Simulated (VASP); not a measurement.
# SiO2 in VASP: a series of runs

SiO2 is run at these levels: r2SCAN, HSE06; tasks: single point.

All numbers are computed with VASP 6.6.1; they aren't measurements. Logs are shortened: lines on timing, memory, paths and dates and some standing lists are left out, and cuts for length are marked.

### 1 The cell of the first run

The structure is tetragonal, space group I4/mmm (No. 139). The conventional cell has a = 3.202 Å, b = 3.202 Å, c = 4.697 Å, α = 90.00°, β = 90.00°, γ = 90.00°. Si (site symmetry 4/mmm) has 8 O at 1.99 Å within 2.6 Å. Within 2.6 Å of O (site symmetry -4m2) lie 4 Si at 1.99 Å and 6 O at 2.26 to 2.35 Å.

### 2 Single point, r2SCAN (uniaxial x strain +3.7%)

The input, POSCAR:

```
SiO2
1.0
    0.0000000000      2.2641691115      2.2641691115
    2.3483962024      0.0000000000      2.2641691115
    2.3483962024      2.2641691115      0.0000000000
Si O
1 2
Direct
    0.0000000000      0.0000000000      0.0000000000
    0.2500000000      0.2500000000      0.2500000000
    0.7500000000      0.7500000000      0.7500000000
```

The input, INCAR.step1:

```
SYSTEM = SiO2
PREC = Accurate
ENCUT = 520
ISMEAR = 0
SIGMA = 0.01
LREAL = .FALSE.
LASPH = .TRUE.
NELM = 100
NBANDS = 15
GGA = PE
ALGO = Normal
EDIFF = 1E-4
LWAVE = .TRUE.
LCHARG = .FALSE.
```

The input, INCAR.step2:

```
SYSTEM = SiO2
PREC = Accurate
ENCUT = 520
EDIFF = 1E-7
ISMEAR = 0
SIGMA = 0.01
LREAL = .FALSE.
LASPH = .TRUE.
NELM = 100
ALGO = Normal
ISIF = 2
LWAVE = .FALSE.
LCHARG = .FALSE.
METAGGA = R2SCAN
LMIXTAU = .TRUE.
NBANDS = 15
ISTART = 1
```

The input, KPOINTS:

```
regular mesh
0
G
  10 10 10
  0 0 0
```

Potentials or basis: VASP PAW PBE potentials, release 64 (Si, O).

Run with:

```console
$ cat potpaw_PBE.64/Si/POTCAR potpaw_PBE.64/O/POTCAR > POTCAR
$ cp INCAR.step1 INCAR
$ mpirun -np 1 vasp_std > vasp.out
$ cp INCAR.step2 INCAR
$ mpirun -np 1 vasp_std > vasp.out
```

OUTCAR:

```text
SYSTEM = SiO2
   PREC = Accurate
   ENCUT = 520
   EDIFF = 1E-7
   ISMEAR = 0
   LREAL = .FALSE.
   LASPH = .TRUE.
   NELM = 100
   ISIF = 2
   METAGGA = R2SCAN
   ISTART = 1

 ion  position               nearest neighbor table
   1  0.000  0.000  0.000-   3 1.99   3 1.99   3 1.99   2 1.99   3 1.99   2 1.99   2 1.99   2 1.99

   2  0.250  0.250  0.250-   1 1.99   1 1.99   1 1.99   1 1.99
   3  0.750  0.750  0.750-   1 1.99   1 1.99   1 1.99   1 1.99

  LATTYP: Found a body centered tetragonal cell.
 ALAT       =     3.2020186650
 C/A-ratio  =     1.4668223069

  Lattice vectors:

 A1 = (   2.3483962024,   0.0000000000,   2.2641691115)
 A2 = (   2.3483962024,   0.0000000000,  -2.2641691115)
 A3 = (  -2.3483962024,   2.2641691115,   0.0000000000)

Analysis of symmetry for initial positions (statically):
=====================================================================
 Subroutine PRICEL returns:
 Original cell was already a primitive cell.

 Routine SETGRP: Setting up the symmetry group for a
 body centered tetragonal supercell.

 Subroutine GETGRP returns: Found 16 space group operations
 (whereof 16 operations were pure point group operations)
 out of a pool of 16 trial point group operations.

The static configuration has the point symmetry D_4h.

Analysis of symmetry for dynamics (positions and initial velocities):
=====================================================================
 Subroutine PRICEL returns:
 Original cell was already a primitive cell.

 Routine SETGRP: Setting up the symmetry group for a
 body centered tetragonal supercell.

 Subroutine GETGRP returns: Found 16 space group operations
 (whereof 16 operations were pure point group operations)
 out of a pool of 16 trial point group operations.

The dynamic configuration has the point symmetry D_4h.

 Subroutine INISYM returns: Found 16 space group operations
 (whereof 16 operations are pure point group operations),
 and found     1 'primitive' translations

----------------------------------------------------------------------------------------

                                     Primitive cell

  volume of cell :      24.0779

  direct lattice vectors                    reciprocal lattice vectors
     0.000000000  2.264169112  2.264169112    -0.212911262  0.220831561  0.220831561
     2.348396202  0.000000000  2.264169112     0.212911262 -0.220831561  0.220831561
     2.348396202  2.264169112  0.000000000     0.212911262  0.220831561 -0.220831561
[... 91 lines left out ...]
   NFREE  =      0    steps in history (QN), initial steepest desc. (CG)
   ISIF   =      2    stress and relaxation
   ISYM   =      2    0-nonsym 1-usesym 2-fastsym
   POTIM  = 0.5000    time-step for ionic-motion
   TEBEG  =    0.0;   TEEND  =   0.0 temperature during run
   PSTRESS=    0.0 pullay stress
   NELECT =      16.0000    total number of electrons
   NUPDOWN=      -1.0000    fix difference up-down
   EMIN   =  10.00;   EMAX   =-10.00  energy-range for DOS
   EFERMI =   0.00;   METHOD = LEGACY
   ISMEAR =     0;   SIGMA  =   0.01  broadening in eV -4-tet -1-fermi 0-gaus
   EFERMI_NEDOS =   21; number of points for ismear=-14 and -15
   IALGO  =     38    algorithm
   IMIX   =      4    mixing-type and parameters
     AMIX     =   0.40;   BMIX     =  1.00
     AMIX_MAG =   1.60;   BMIX_MAG =  1.00
  volume/ion in A,a.u.               =       8.03        54.16
  Fermi-wavevector in a.u.,A,eV,Ry     =   1.428593  2.699649 27.767823  2.040877
  Thomas-Fermi vector in A             =   2.548638
   LORBIT       =      0    0 simple, 1 ext, 2 COOP (PROOUT), +10 PAW based schemes
   METAGGA = R2SCAN    functional components
   LHFCALC =     F    Hartree Fock is set to
   AEXX    =    0.0000 exact exchange contribution
   IVDW    =     0    specifies the selected vdW correction
   LEPSILON=     F    determine dielectric tensor
   LRPA    =     F    only Hartree local field effects (RPA)
 non-spin polarized calculation
 Gauss-broadening in eV      SIGMA  =   0.01
  energy-cutoff  :      520.00
  volume of cell :       24.08
 maximum number of plane-waves:       664
   NGX = 11   NGY = 13   NGZ = 13

 number of electron      16.0000008 magnetization

 Free energy of the ion-electron system (eV)
  ---------------------------------------------------
  ext. energy  EPLUGINS =         0.00000000
  ---------------------------------------------------
  free energy    TOTEN  =       -25.68584158 eV

  energy without entropy =      -25.68584158  energy(sigma->0) =      -25.68584158

 E-fermi :   9.0785     XC(G=0): -12.8991

 val. band max:        9.0057424195   @ k =   0.5000   0.5000   0.0000
 cond. band min:      11.1556705218   @ k =   0.0000   0.0000   0.0000
 fundamental gap:      2.1499281023
 Fermi energy:         9.0784691622

 k-point     1 :       0.0000    0.0000    0.0000
  band No.  band energies     occupation
      1     -14.8025      2.00000
      2      -8.2693      2.00000
      3       2.9897      2.00000
      4       2.9897      2.00000
      5       3.1981      2.00000
      6       5.9719      2.00000
      7       6.8460      2.00000
      8       6.8460      2.00000
      9      11.1557      0.00000
     10      15.3196      0.00000
     11      15.3196      0.00000
     12      15.6239      0.00000
     13      21.7893      0.00000
     14      22.7616      0.00000
[... 401 lines left out ...]
      2      -9.9994      2.00000
      3      -0.7052      2.00000
      4       1.0681      2.00000
      5       1.1935      2.00000
      6       6.8740      2.00000
      7       7.5239      2.00000
      8       7.6875      2.00000
      9      12.0570      0.00000
     10      16.3020      0.00000
     11      20.6596      0.00000
     12      20.8036      0.00000
     13      21.9397      0.00000
     14      25.3693      0.00000
     15      29.4787      0.00000

 [... further k-points ...]
[... 5 lines left out ...]
  --------------------------------------------------------------------------------------
  -------------------------------------------------------------------------------------
  Total       -5.2323716      0.5030984      0.5030984      0.0000000      0.0000000     -0.0000000
  in kB     -348.1689767     33.4768357     33.4768357      0.0000000      0.0000000     -0.0000000
  external PRESSURE =     -93.7384351 kB  Pullay stress =       0.0000000 kB

 VOLUME and BASIS-vectors are now :
 -----------------------------------------------------------------------------
  energy-cutoff  :      520.00
  volume of cell :       24.08
      direct lattice vectors                 reciprocal lattice vectors
     0.000000000  2.264169112  2.264169112    -0.212911262  0.220831561  0.220831561
     2.348396202  0.000000000  2.264169112     0.212911262 -0.220831561  0.220831561
     2.348396202  2.264169112  0.000000000     0.212911262  0.220831561 -0.220831561

 POSITION                                       TOTAL-FORCE (eV/Angst)
 -----------------------------------------------------------------------------------
      0.00000      0.00000      0.00000        -0.000000      0.000000      0.000000
      1.17420      1.13208      1.13208         0.000000     -0.000000     -0.000000
      3.52259      3.39625      3.39625         0.000000      0.000000      0.000000
 -----------------------------------------------------------------------------------
    total drift:                                0.000000      0.000000      0.000000

  FREE ENERGIE OF THE ION-ELECTRON SYSTEM (eV)
  ---------------------------------------------------
  free  energy   TOTEN  =       -25.6858415765 eV

  energy  without entropy=      -25.6858415765  energy(sigma->0) =      -25.68584158
```

OSZICAR.step1:

```text
N       E                     dE             d eps       ncg     rms          rms(c)
DAV:   1     0.503850690822E+02    0.50385E+02   -0.87723E+03  3259   0.100E+03
DAV:   2    -0.203933376440E+02   -0.70778E+02   -0.63197E+02  4019   0.217E+02
DAV:   3    -0.225534897485E+02   -0.21602E+01   -0.21535E+01  3718   0.360E+01
DAV:   4    -0.225611358176E+02   -0.76461E-02   -0.76456E-02  3851   0.255E+00
DAV:   5    -0.225611767903E+02   -0.40973E-04   -0.40972E-04  3757   0.179E-01    0.108E+01
DAV:   6    -0.198591737697E+02    0.27020E+01   -0.53109E+00  3193   0.213E+01    0.388E+00
DAV:   7    -0.198638047092E+02   -0.46309E-02   -0.25747E-01  3816   0.415E+00    0.171E+00
DAV:   8    -0.198609623762E+02    0.28423E-02   -0.16294E-02  3291   0.134E+00    0.496E-01
DAV:   9    -0.198626013438E+02   -0.16390E-02   -0.26023E-03  3480   0.498E-01    0.173E-01
DAV:  10    -0.198628762817E+02   -0.27494E-03   -0.61453E-04  3277   0.187E-01    0.300E-02
DAV:  11    -0.198628643800E+02    0.11902E-04   -0.32267E-05  2755   0.508E-02
   1 F= -.19862864E+02 E0= -.19862864E+02  d E =-.693620E-21
```

Run time: 42 s. Hardware: 1 thread of Intel Xeon 6975P-C (Granite Rapids), shared host; peak memory 0.16 GiB.

What came out:

| Item | Value |
| --- | --- |
| Free energy | -25.6858 eV |
| Pressure | -9.4 GPa |
| Band gap on the k mesh | 2.15 eV (least direct gap 2.21 eV) |

Levels at points of the mesh, in eV from the valence-band top:
| k point | band 6 | band 7 | band 8 | band 9 | band 10 | band 11 |
| --- | --- | --- | --- | --- | --- | --- |
| (0.00, 0.00, 0.00) | -3.03 | -2.16 | -2.16 | 2.15 | 6.31 | 6.31 |
| (0.50, 0.00, 0.00) | -5.19 | -4.68 | -4.51 | 6.24 | 9.95 | 10.41 |
| (0.50, 0.50, 0.00) | -1.61 | -0.86 | 0.00 | 2.21 | 8.30 | 11.61 |
| (0.00, 0.50, 0.50) | -1.03 | -1.03 | -0.49 | 2.88 | 8.88 | 11.45 |

Caveat: the cell differs from its parent crystal (uniaxial x strain +3.7%); the cell stands under tension; the PAW data sets were made with another functional, which shifts forces and pressure a little.

### 3 Single point, HSE06 (strain -1.4%)

The input, POSCAR:

```
SiO2
1.0
    0.0000000000      2.2320179101      2.2320179101
    2.2320179101      0.0000000000      2.2320179101
    2.2320179101      2.2320179101      0.0000000000
Si O
1 2
Direct
    0.0000000000      0.0000000000      0.0000000000
    0.2500000000      0.2500000000      0.2500000000
    0.7500000000      0.7500000000      0.7500000000
```

The input, INCAR.step1:

```
SYSTEM = SiO2
PREC = Accurate
ENCUT = 520
EDIFF = 1E-5
ISMEAR = 0
SIGMA = 0.01
LREAL = .False.
LASPH = .True.
NELM = 80
ALGO = Normal
ISIF = 2
LWAVE = .True.
LCHARG = .False.
GGA = PE
NBANDS = 15
```

The input, INCAR.step2:

```
SYSTEM = SiO2
PREC = Accurate
ENCUT = 520
EDIFF = 1E-7
ISMEAR = 0
SIGMA = 0.01
LREAL = .False.
LASPH = .True.
NELM = 80
ALGO = Normal
ISIF = 2
LWAVE = .False.
LCHARG = .False.
GGA = PE
LHFCALC = .True.
HFSCREEN = 0.2079
PRECFOCK = Normal
ISTART = 1
NBANDS = 15
```

The input, KPOINTS:

```
Automatic mesh
0
Gamma
  6 6 6
  0 0 0
```

Potentials or basis: VASP PAW PBE potentials, release 64 (Si, O).

Run with:

```console
$ cat potpaw_PBE.64/Si/POTCAR potpaw_PBE.64/O/POTCAR > POTCAR
$ cp INCAR.step1 INCAR
$ mpirun -np 1 vasp_std > vasp.out
$ cp INCAR.step2 INCAR
$ mpirun -np 1 vasp_std > vasp.out
```

OUTCAR:

```text
SYSTEM = SiO2
   PREC = Accurate
   ENCUT = 520
   EDIFF = 1E-7
   ISMEAR = 0
   LREAL = .False.
   LASPH = .True.
   NELM = 80
   ISIF = 2
   GGA = PE
   LHFCALC = .True.
   HFSCREEN = 0.2079
   PRECFOCK = Normal
   ISTART = 1

 ion  position               nearest neighbor table
   1  0.000  0.000  0.000-   2 1.93   3 1.93   3 1.93   3 1.93   3 1.93   2 1.93   2 1.93   2 1.93

   2  0.250  0.250  0.250-   1 1.93   1 1.93   1 1.93   1 1.93
   3  0.750  0.750  0.750-   1 1.93   1 1.93   1 1.93   1 1.93

  LATTYP: Found a face centered cubic cell.
 ALAT       =     4.4640358202

  Lattice vectors:

 A1 = (   0.0000000000,   2.2320179101,   2.2320179101)
 A2 = (   2.2320179101,   0.0000000000,   2.2320179101)
 A3 = (   2.2320179101,   2.2320179101,   0.0000000000)

Analysis of symmetry for initial positions (statically):
=====================================================================
 Subroutine PRICEL returns:
 Original cell was already a primitive cell.

 Routine SETGRP: Setting up the symmetry group for a
 face centered cubic supercell.

[... 181 lines left out ...]
      6       6.7187      2.00000
      7       6.7187      2.00000
      8       6.7187      2.00000
      9      13.7116      0.00000
     10      17.0381      0.00000
     11      17.0381      0.00000
     12      17.0381      0.00000
     13      23.6155      0.00000
     14      23.6155      0.00000
[... 257 lines left out ...]
      2     -11.4088      2.00000
      3      -2.9561      2.00000
      4      -0.7570      2.00000
      5       1.9188      2.00000
      6       5.7644      2.00000
      7       8.3351      2.00000
      8       9.0468      2.00000
      9      14.9902      0.00000
     10      20.5356      0.00000
     11      21.4784      0.00000
     12      23.7946      0.00000
     13      24.9761      0.00000
     14      28.1299      0.00000
     15      30.6033      0.00000

------------------------ aborting loop because EDIFF is reached ----------------------------------------

  FORCE on cell =-STRESS in cart. coord.  units (eV):
  Direction    XX          YY          ZZ          XY          YZ          ZX
  --------------------------------------------------------------------------------------
  -------------------------------------------------------------------------------------
  Total        1.4578046      1.4578046      1.4578046     -0.0000000      0.0000000     -0.0000000
  in kB      105.0235937    105.0235937    105.0235937     -0.0000000      0.0000000     -0.0000000
  external PRESSURE =     105.0235937 kB  Pullay stress =       0.0000000 kB

 VOLUME and BASIS-vectors are now :
 -----------------------------------------------------------------------------
  energy-cutoff  :      520.00
  volume of cell :       22.24
      direct lattice vectors                 reciprocal lattice vectors
     0.000000000  2.232017910  2.232017910    -0.224012539  0.224012539  0.224012539
     2.232017910  0.000000000  2.232017910     0.224012539 -0.224012539  0.224012539
     2.232017910  2.232017910  0.000000000     0.224012539  0.224012539 -0.224012539

 POSITION                                       TOTAL-FORCE (eV/Angst)
 -----------------------------------------------------------------------------------
      0.00000      0.00000      0.00000         0.000000     -0.000000      0.000000
      1.11601      1.11601      1.11601        -0.000000      0.000000     -0.000000
      3.34803      3.34803      3.34803         0.000000      0.000000     -0.000000
 -----------------------------------------------------------------------------------
    total drift:                                0.000109      0.000121      0.000117

  FREE ENERGIE OF THE ION-ELECTRON SYSTEM (eV)
  ---------------------------------------------------
  free  energy   TOTEN  =       -24.9976459798 eV

  energy  without entropy=      -24.9976459798  energy(sigma->0) =      -24.99764598
```

OUTCAR.step1:

```text
SYSTEM = SiO2
   PREC = Accurate
   ENCUT = 520
   EDIFF = 1E-5
   ISMEAR = 0
   LREAL = .False.
   LASPH = .True.
   NELM = 80
[... 501 lines left out ...]
      0.00000      0.00000      0.00000        -0.000000      0.000000      0.000000
      1.11601      1.11601      1.11601         0.000000      0.000000      0.000000
      3.34803      3.34803      3.34803        -0.000000     -0.000000     -0.000000
 -----------------------------------------------------------------------------------
    total drift:                                0.000000      0.000000      0.000000

  FREE ENERGIE OF THE ION-ELECTRON SYSTEM (eV)
  ---------------------------------------------------
  free  energy   TOTEN  =       -19.7932597704 eV

  energy  without entropy=      -19.7932597704  energy(sigma->0) =      -19.79325977
```

OSZICAR.step1:

```text
N       E                     dE             d eps       ncg     rms          rms(c)
DAV:   1     0.542069795085E+02    0.54207E+02   -0.88437E+03   496   0.102E+03
DAV:   2    -0.204472661058E+02   -0.74654E+02   -0.66998E+02   634   0.224E+02
DAV:   3    -0.225812645096E+02   -0.21340E+01   -0.21289E+01   578   0.362E+01
DAV:   4    -0.225882158456E+02   -0.69513E-02   -0.69511E-02   585   0.248E+00
DAV:   5    -0.225882499304E+02   -0.34085E-04   -0.34084E-04   592   0.165E-01    0.114E+01
DAV:   6    -0.197943542012E+02    0.27939E+01   -0.52849E+00   515   0.216E+01    0.435E+00
DAV:   7    -0.197926543880E+02    0.16998E-02   -0.29063E-01   550   0.445E+00    0.178E+00
DAV:   8    -0.197913666031E+02    0.12878E-02   -0.13149E-02   508   0.127E+00    0.533E-01
DAV:   9    -0.197930166382E+02   -0.16500E-02   -0.28837E-03   522   0.530E-01    0.169E-01
DAV:  10    -0.197932700098E+02   -0.25337E-03   -0.50793E-04   522   0.173E-01    0.319E-02
DAV:  11    -0.197932571836E+02    0.12826E-04   -0.29438E-05   585   0.479E-02    0.637E-03
DAV:  12    -0.197932597704E+02   -0.25867E-05   -0.39000E-06   380   0.160E-02
   1 F= -.19793260E+02 E0= -.19793260E+02  d E =-.172525E-63
```

It took 8.7 min on 1 thread of Intel Xeon 6975P-C (Granite Rapids), shared host; peak memory 0.23 GiB.

Results:

| Item | Value |
| --- | --- |
| Free energy | -24.9976 eV |
| Pressure | 10.5 GPa |
| Band gap on the k mesh | 3.63 eV |

Caveat: the cell differs from its parent crystal (strain -1.4%); the cell stands under pressure; the PAW data sets were made with another functional, which shifts forces and pressure a little.
